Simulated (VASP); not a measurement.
# Al in VASP: a series of runs

Al is run at these levels: PBE; tasks: single point.

Everything below comes from runs of VASP 6.6.1. Logs are shortened: lines on timing, memory, paths and dates and some standing lists are left out, and cuts for length are marked.

## Step 1: The cell of the first run

The cell holds a slab with vacuum, 4 atoms: a = 2.864 Å, b = 2.864 Å, c = 21.014 Å, α = 90.00°, β = 90.00°, γ = 60.00°.

## Step 2: Single point, PBE

File INCAR:

```
PREC = Accurate
ENCUT = 400
EDIFF = 1E-6
ISMEAR = 1
SIGMA = 0.05
LREAL = F
LASPH = T
NELM = 120
ALGO = Normal
ISIF = 2
LWAVE = F
LCHARG = F
LDIPOL = T
IDIPOL = 3
DIPOL = 0.5 0.5 0.500
GGA = PE
NBANDS = 14
GGA_COMPAT = F
NELMDL = -8
```

File KPOINTS:

```
regular mesh
0
Gamma
  8 8 1
```

File POSCAR:

```
Al
1.0
    2.8635066922      0.0000000000      0.0000000000
    1.4317533461      2.4798695393      0.0000000000
    0.0000000000      0.0000000000     21.0141302708
Al
4
Direct
    0.0000000000      0.0000000000      0.3331091941
    0.6666666667      0.6666666667      0.4443697314
    0.3333333333      0.3333333333      0.5556302686
    1.0000000000      1.0000000000      0.6668908059
```

Potentials or basis: VASP PAW PBE potentials, release 64 (Al).

Launch:

```sh
$ cat potpaw_PBE.64/Al/POTCAR > POTCAR
$ mpirun -np 1 vasp_std > vasp.out
```

OUTCAR:

```text
PREC = Accurate
   ENCUT = 400
   EDIFF = 1E-6
   ISMEAR = 1
   LREAL = F
   LASPH = T
   NELM = 120
   ISIF = 2
   GGA = PE
   NELMDL = -8

 ion  position               nearest neighbor table
   1  0.000  0.000  0.333-   2 2.86   2 2.86   2 2.86
   2  0.667  0.667  0.444-   3 2.86   3 2.86   3 2.86   1 2.86   1 2.86   1 2.86
   3  0.333  0.333  0.556-   2 2.86   2 2.86   2 2.86   4 2.86   4 2.86   4 2.86
   4  0.000  0.000  0.667-   3 2.86   3 2.86   3 2.86

  LATTYP: Found a hexagonal cell.
 ALAT       =     2.8635066922
 C/A-ratio  =     7.3386000209

  Lattice vectors:

 A1 = (  -1.4317533461,  -2.4798695393,   0.0000000000)
 A2 = (   2.8635066922,   0.0000000000,   0.0000000000)
 A3 = (   0.0000000000,   0.0000000000,  21.0141302708)

Analysis of symmetry for initial positions (statically):
=====================================================================
 Subroutine PRICEL returns:
 Original cell was already a primitive cell.

 Routine SETGRP: Setting up the symmetry group for a
 hexagonal supercell.

 Subroutine GETGRP returns: Found 12 space group operations
 (whereof 12 operations were pure point group operations)
 out of a pool of 24 trial point group operations.

The static configuration has the point symmetry D_3d.

Analysis of symmetry for dynamics (positions and initial velocities):
=====================================================================
 Subroutine PRICEL returns:
 Original cell was already a primitive cell.

 Routine SETGRP: Setting up the symmetry group for a
 hexagonal supercell.

 Subroutine GETGRP returns: Found 12 space group operations
 (whereof 12 operations were pure point group operations)
 out of a pool of 24 trial point group operations.

The dynamic configuration has the point symmetry D_3d.

 Subroutine INISYM returns: Found 12 space group operations
 (whereof 12 operations are pure point group operations),
 and found     1 'primitive' translations

----------------------------------------------------------------------------------------

                                     Primitive cell

  volume of cell :     149.2239

  direct lattice vectors                    reciprocal lattice vectors
     2.863506692  0.000000000  0.000000000     0.349222163 -0.201623510  0.000000000
     1.431753346  2.479869539  0.000000000     0.000000000  0.403247019  0.000000000
     0.000000000  0.000000000 21.014130271     0.000000000  0.000000000  0.047587028

  length of vectors
     2.863506692  2.863506692 21.014130271     0.403247019  0.403247019  0.047587028

  position of ions in fractional coordinates (direct lattice)
     0.000000000  0.000000000  0.333109194
     0.666666667  0.666666667  0.444369731
     0.333333333  0.333333333  0.555630269
     0.000000000  0.000000000  0.666890806

  ion indices of the primitive-cell ions
   primitive index   ion index
                 1           1
                 2           2
                 3           3
                 4           4

----------------------------------------------------------------------------------------

 KPOINTS: regular mesh

Automatic generation of k-mesh.
 Grid dimensions read from file:
 generate k-points for:    8    8    1

 Generating k-lattice:

  Cartesian coordinates                     Fractional coordinates (reciprocal lattice)
     0.043652770 -0.025202939  0.000000000     0.125000000  0.000000000  0.000000000
     0.000000000  0.050405877  0.000000000     0.000000000  0.125000000  0.000000000
     0.000000000  0.000000000  0.047587028     0.000000000  0.000000000  1.000000000

  Length of vectors
     0.050405877  0.050405877  0.047587028

  Shift w.r.t. Gamma in fractional coordinates (k-lattice)
     0.000000000  0.000000000  0.000000000

 Subroutine IBZKPT returns following result:
 ===========================================

 Found     10 irreducible k-points:

 Following reciprocal coordinates:
            Coordinates               Weight
  0.000000  0.000000  0.000000      1.000000
  0.125000  0.000000  0.000000      6.000000
  0.250000  0.000000  0.000000      6.000000
  0.375000  0.000000  0.000000      6.000000
  0.500000  0.000000  0.000000      3.000000
  0.250000  0.125000  0.000000      6.000000
  0.375000  0.125000  0.000000     12.000000
  0.500000  0.125000  0.000000     12.000000
  0.500000  0.250000  0.000000      6.000000
 -0.375000  0.250000  0.000000      6.000000
   k-points           NKPTS =     10   k-points in BZ     NKDIM =     10   number of bands    NBANDS=     14
   number of dos      NEDOS =    301   number of ions     NIONS =      4
   total plane-waves  NPLWV =  56000
   dimension x,y,z NGX =    20 NGY =   20 NGZ =  140
   dimension x,y,z NGXF=    40 NGYF=   40 NGZF=  280
   ions per type =               4
   NGX,Y,Z   is equivalent  to a cutoff of  11.61, 11.61, 11.08 a.u.
   NGXF,Y,Z  is equivalent  to a cutoff of  23.22, 23.22, 22.15 a.u.
 SYSTEM =  unknown system
   PREC   = accura    normal or accurate (medium, high low for compatibility)
   ISTART =      0    job   : 0-new  1-cont  2-samecut
   ICHARG =      2    charge: 1-file 2-atom 10-const
   ISPIN  =      1    spin polarized calculation?
   LNONCOLLINEAR =      F non collinear calculations
   LSORBIT =      F    spin-orbit coupling
   LASPH  =      T    aspherical Exc in radial PAW
   ENCUT  =  400.0 eV  29.40 Ry    5.42 a.u.   4.67  4.67 34.27*2*pi/ulx,y,z
   NELM   =    120;   NELMIN=  2; NELMDL= -8     # of ELM steps
   EDIFF  = 0.1E-05   stopping-criterion for ELM
   LREAL  =      F    real-space projection
   EDIFFG = 0.1E-04   stopping-criterion for IOM
   NSW    =      0    number of steps for IOM
   IBRION =     -1    ionic relax: 0-MD 1-quasi-New 2-CG
   NFREE  =      0    steps in history (QN), initial steepest desc. (CG)
   ISIF   =      2    stress and relaxation
   ISYM   =      2    0-nonsym 1-usesym 2-fastsym
   POTIM  = 0.5000    time-step for ionic-motion
   TEBEG  =    0.0;   TEEND  =   0.0 temperature during run
   PSTRESS=    0.0 pullay stress
   NELECT =      12.0000    total number of electrons
   NUPDOWN=      -1.0000    fix difference up-down
   EMIN   =  10.00;   EMAX   =-10.00  energy-range for DOS
   EFERMI =   0.00;   METHOD = LEGACY
   ISMEAR =     1;   SIGMA  =   0.05  broadening in eV -4-tet -1-fermi 0-gaus
   EFERMI_NEDOS =   21; number of points for ismear=-14 and -15
   IALGO  =     38    algorithm
   IMIX   =      4    mixing-type and parameters
     AMIX     =   0.40;   BMIX     =  1.00
     AMIX_MAG =   1.60;   BMIX_MAG =  1.00
  volume/ion in A,a.u.               =      37.31       251.75
  Fermi-wavevector in a.u.,A,eV,Ry     =   0.706625  1.335328  6.793649  0.499319
  Thomas-Fermi vector in A             =   1.792456
   LORBIT       =      0    0 simple, 1 ext, 2 COOP (PROOUT), +10 PAW based schemes
   GGA     = PE    functional components
   LHFCALC =     F    Hartree Fock is set to
   AEXX    =    0.0000 exact exchange contribution
   IVDW    =     0    specifies the selected vdW correction
   LEPSILON=     F    determine dielectric tensor
   LRPA    =     F    only Hartree local field effects (RPA)
 non-spin polarized calculation
 Methfessel and Paxton  Order N= 1 SIGMA  =   0.05
  energy-cutoff  :      400.00
  volume of cell :      149.22
 maximum number of plane-waves:      2734
   NGX =  9   NGY =  9   NGZ = 69

 number of electron      12.0000000 magnetization

 dipolmoment           0.000000      0.000000     -0.000000 electrons x Angstroem

 Free energy of the ion-electron system (eV)
  ---------------------------------------------------
  ext. energy  EPLUGINS =         0.00000000
  ---------------------------------------------------
  free energy    TOTEN  =       -14.22060582 eV

  energy without entropy =      -14.21770602  energy(sigma->0) =      -14.21963922

 E-fermi :   1.2065     XC(G=0):  -5.4179

 val. band max:        1.1975577765   @ k =  -0.3750   0.2500   0.0000
 cond. band min:       1.2123170808   @ k =   0.3750   0.0000   0.0000
 fundamental gap:      0.0147593043
 Fermi energy:         1.2064873941

 k-point     1 :       0.0000    0.0000    0.0000
  band No.  band energies     occupation
      1      -9.3926      2.00000
      2      -8.4062      2.00000
      3      -6.7220      2.00000
      4      -4.5369      2.00000
      5      -2.0529      2.00000
      6       0.8276      2.00000
      7       3.4163      0.00000
      8       4.9701      0.00000
      9       5.3266      0.00000
     10       7.1830      0.00000
     11       7.2591      0.00000
     12      10.2220      0.00000
     13      10.3512      0.00000
     14      12.3451      0.00000

 k-point     2 :       0.1250    0.0000    0.0000
  band No.  band energies     occupation
      1      -9.0177      2.00000
      2      -8.0332      2.00000
      3      -6.3518      2.00000
      4      -4.1675      2.00000
      5      -1.7004      2.00000
      6       1.1775      1.82143
      7       3.7627      0.00000
      8       5.3315      0.00000
      9       5.6944      0.00000
     10       7.4890      0.00000
     11       7.5685      0.00000
     12       8.2467      0.00000
     13       8.9911      0.00000
     14      10.1106      0.00000

 k-point     3 :       0.2500    0.0000    0.0000
  band No.  band energies     occupation
      1      -7.8987      2.00000
      2      -6.9206      2.00000
      3      -5.2479      2.00000
      4      -3.0707      2.00000
      5      -0.6485      2.00000
      6       2.1520     -0.00000
      7       3.6207      0.00000
      8       4.5780      0.00000
      9       4.9382      0.00000
     10       6.1655      0.00000
     11       6.4720      0.00000
     12       6.8423      0.00000
     13       8.0396      0.00000
     14       8.5010      0.00000

 k-point     4 :       0.3750    0.0000    0.0000
  band No.  band energies     occupation
      1      -6.0534      2.00000
      2      -5.0868      2.00000
      3      -3.4354      2.00000
      4      -1.3392      2.00000
      5      -0.2755      2.00000
      6       0.6972      2.00000
      7       1.2123      0.80414
      8       2.3287      0.00000
      9       4.0110      0.00000
     10       4.4819      0.00000
     11       6.4417      0.00000
     12       6.9330      0.00000
     13       7.5379      0.00000
     14       8.1936      0.00000

 k-point     5 :       0.5000    0.0000    0.0000
  band No.  band energies     occupation
      1      -3.5405      2.00000
      2      -3.4873      2.00000
      3      -2.5963      2.00000
      4      -2.5711      2.00000
      5      -1.1576      2.00000
      6      -0.5838      2.00000
      7       1.2368      0.15488
      8       1.4151     -0.00000
      9       3.4325      0.00000
     10       3.7753      0.00000
     11       6.1591      0.00000
     12       6.6752      0.00000
     13       7.2175      0.00000
     14       8.0756      0.00000

 k-point     6 :       0.2500    0.1250    0.0000
  band No.  band energies     occupation
      1      -8.2707      2.00000
      2      -7.2904      2.00000
      3      -5.6147      2.00000
      4      -3.4341      2.00000
      5      -0.9974      2.00000
      6       1.8597     -0.00000
      7       4.3766      0.00000
      8       5.8173      0.00000
      9       6.0562      0.00000
     10       6.3875      0.00000
     11       6.5287      0.00000
     12       6.8975      0.00000
     13       6.9655      0.00000
     14       8.3257      0.00000

 k-point     7 :       0.3750    0.1250    0.0000
  band No.  band energies     occupation
      1      -6.7886      2.00000
      2      -5.8170      2.00000
      3      -4.1551      2.00000
      4      -1.9961      2.00000
      5       0.3747      2.00000
      6       1.8057     -0.00000
      7       2.7496      0.00000
      8       3.3917      0.00000
      9       4.3254      0.00000
     10       4.6734      0.00000
     11       5.5829      0.00000
     12       6.0223      0.00000
     13       6.6646      0.00000
     14       7.3383      0.00000

 k-point     8 :       0.5000    0.1250    0.0000
  band No.  band energies     occupation
      1      -4.5951      2.00000
      2      -3.6407      2.00000
      3      -2.0436      2.00000
      4      -1.7345      2.00000
      5      -0.8130      2.00000
      6       0.2784      2.00000
      7       0.9632      2.00000
      8       2.5224      0.00000
      9       2.9531      0.00000
     10       3.9751      0.00000
     11       4.8379      0.00000
     12       5.4150      0.00000
     13       5.7337      0.00000
     14       6.5400      0.00000

 k-point     9 :       0.5000    0.2500    0.0000
  band No.  band energies     occupation
      1      -4.9579      2.00000
      2      -3.9992      2.00000
      3      -2.3660      2.00000
      4      -0.3436      2.00000
      5       0.6499      2.00000
      6       0.8584      2.00000
      7       1.6305     -0.00000
      8       1.8420     -0.00000
      9       2.3352      0.00000
     10       3.1257      0.00000
     11       3.7626      0.00000
     12       5.1433      0.00000
     13       5.6492      0.00000
     14       5.6930      0.00000

 k-point    10 :      -0.3750    0.2500    0.0000
  band No.  band energies     occupation
      1      -2.4716      2.00000
      2      -2.4093      2.00000
      3      -1.5474      2.00000
      4      -1.5019      2.00000
      5      -0.1531      2.00000
      6       0.2952      2.00000
      7       0.4994      2.00000
      8       1.1976      1.29699
      9       2.5115      0.00000
     10       2.6247      0.00000
     11       3.2671      0.00000
     12       4.5198      0.00000
     13       4.8602      0.00000
     14       5.2452      0.00000

------------------------ aborting loop because EDIFF is reached ----------------------------------------

 vacuum level on the upper side and lower side of the slab       (xc-potential included)        -0.151        -0.151

  FORCE on cell =-STRESS in cart. coord.  units (eV):
  Direction    XX          YY          ZZ          XY          YZ          ZX
  --------------------------------------------------------------------------------------
  -------------------------------------------------------------------------------------
  Total       -1.3338369     -1.3338369     -0.1275514      0.0000000     -0.0000000     -0.0000000
  in kB      -14.3210493    -14.3210493     -1.3694852      0.0000000     -0.0000000     -0.0000000
  external PRESSURE =     -10.0038613 kB  Pullay stress =       0.0000000 kB

 VOLUME and BASIS-vectors are now :
 -----------------------------------------------------------------------------
  energy-cutoff  :      400.00
  volume of cell :      149.22
      direct lattice vectors                 reciprocal lattice vectors
     2.863506692  0.000000000  0.000000000     0.349222163 -0.201623510  0.000000000
     1.431753346  2.479869539  0.000000000     0.000000000  0.403247019  0.000000000
     0.000000000  0.000000000 21.014130271     0.000000000  0.000000000  0.047587028

 POSITION                                       TOTAL-FORCE (eV/Angst)
 -----------------------------------------------------------------------------------
      0.00000      0.00000      7.00000        -0.000000      0.000000     -0.093728
      2.86351      1.65325      9.33804         0.000000     -0.000000      0.331332
      1.43175      0.82662     11.67609         0.000000      0.000000     -0.331332
      0.00000      0.00000     14.01413        -0.000000     -0.000000      0.093728
 -----------------------------------------------------------------------------------
    total drift:                                0.000000     -0.000000      0.000000

  FREE ENERGIE OF THE ION-ELECTRON SYSTEM (eV)
  ---------------------------------------------------
  free  energy   TOTEN  =       -14.2206058172 eV

  energy  without entropy=      -14.2177060159  energy(sigma->0) =      -14.21963922

 vacuum level on the upper side and lower side of the slab         5.314         5.314
```

Run time: 13 s. Hardware: 1 thread of Intel Xeon 6975P-C (Granite Rapids), shared host; peak memory 0.21 GiB.

Results:

```
Free energy            : -14.2206 eV
Largest force          : 0.331 eV/Å
Band gap on the k mesh : zero (band 6 reaches 2.15 eV, above the bottom of band 7 at 0.50 eV)
```

Forces in eV/Å, atoms in the order of the input:
```
Al   0.000  0.000 -0.094
Al   0.000  0.000  0.331
Al   0.000  0.000 -0.331
Al   0.000  0.000  0.094
```

## Step 3: Single point, PBE

This run uses another cell than the first one: it holds 5 atoms, not 4.

File INCAR:

```
ALGO = Normal
DIPOL = 0.5 0.5 0.500
EDIFF = 1E-6
ENCUT = 400
GGA = PE
GGA_COMPAT = F
IDIPOL = 3
ISIF = 2
ISMEAR = 1
LASPH = T
LCHARG = F
LDIPOL = T
LREAL = F
LWAVE = F
NBANDS = 16
NELM = 120
NELMDL = -8
PREC = Accurate
SIGMA = 0.05
```

File KPOINTS:

```
k-points
0
Gamma
  8 8 1
```

File POSCAR:

```
Al
1.0
    2.8635066922      0.0000000000      0.0000000000
    1.4317533461      2.4798695393      0.0000000000
    0.0000000000      0.0000000000     23.3521736945
Al
5
Direct
    0.0000000000      0.0000000000      0.2997579622
    0.6666666667      0.6666666667      0.3998789811
    0.3333333333      0.3333333333      0.5000000000
    0.0000000000      0.0000000000      0.6001210189
    0.6666666667      0.6666666667      0.7002420378
```

Potentials or basis: VASP PAW PBE potentials, release 64 (Al).

Launch:

```sh
$ cat potpaw_PBE.64/Al/POTCAR > POTCAR
$ mpirun -np 1 vasp_std > vasp.out
```

Wall time 19 s (1 thread of Intel Xeon 6975P-C (Granite Rapids), shared host); peak memory 0.22 GiB.

It converged, with:

```
Free energy   : -17.9336 eV
Largest force : 0.050 eV/Å
```

Forces in eV/Å, atoms in the order of the input:
```
Al   0.000  0.000 -0.050
Al   0.000  0.000  0.036
Al   0.000  0.000  0.000
Al   0.000  0.000 -0.036
Al   0.000  0.000  0.050
```

Levels at points of the mesh, in eV from the Fermi level:
```tsv
k point	band 5	band 6	band 7	band 8	band 9	band 10
(0.00, 0.00, 0.00)	-5.69	-3.65	-1.23	1.15	2.96	4.06
(0.50, 0.00, 0.00)	-3.48	-3.20	-1.94	-1.49	0.12	0.19
```
